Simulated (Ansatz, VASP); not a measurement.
# I in VASP and in Ansatz

```xyz
2
Lattice="4.5892 -2.1839 0.0142 4.5892 2.1839 0.0142 -3.9212 0.0000 5.4013" Properties=species:S:1:pos:R:3 pbc="T T T"
I     4.7675    0.0000    1.4094
I     0.4896    0.0000    4.0204
```

Alike in both runs: functional PBE; k mesh 14 × 14 × 10; occupations gaussian, width 0.1 eV; no spin polarisation.

Ansatz relaxed the structure, and its values are those at the end. VASP's run is a single point on that final structure, the one shown.

|  | VASP | Ansatz |
| --- | --- | --- |
| version | VASP 6.6.1 | Ansatz 0.2.0 |
| potentials or method | VASP PAW PBE potentials, release 64 (I), cutoff 520 eV | scalar-relativistic, plane waves, PAW |
| valence electrons in the cell | 14 | 34 |

Ansatz gave:

| Item | Value |
| --- | --- |
| pressure (GPa) | 0.0 |
| rms of the force components (eV/Å) | 0.000 |

**Question.** Estimate VASP's values.

**Answer.** Pressure (GPa): 0.0; rms of the force components (eV/Å): 0.010.

VASP's potentials hold 14 valence electrons a cell and Ansatz's 34, so a difference there can come from the potentials and not from the codes.

Spin-orbit coupling is off throughout.
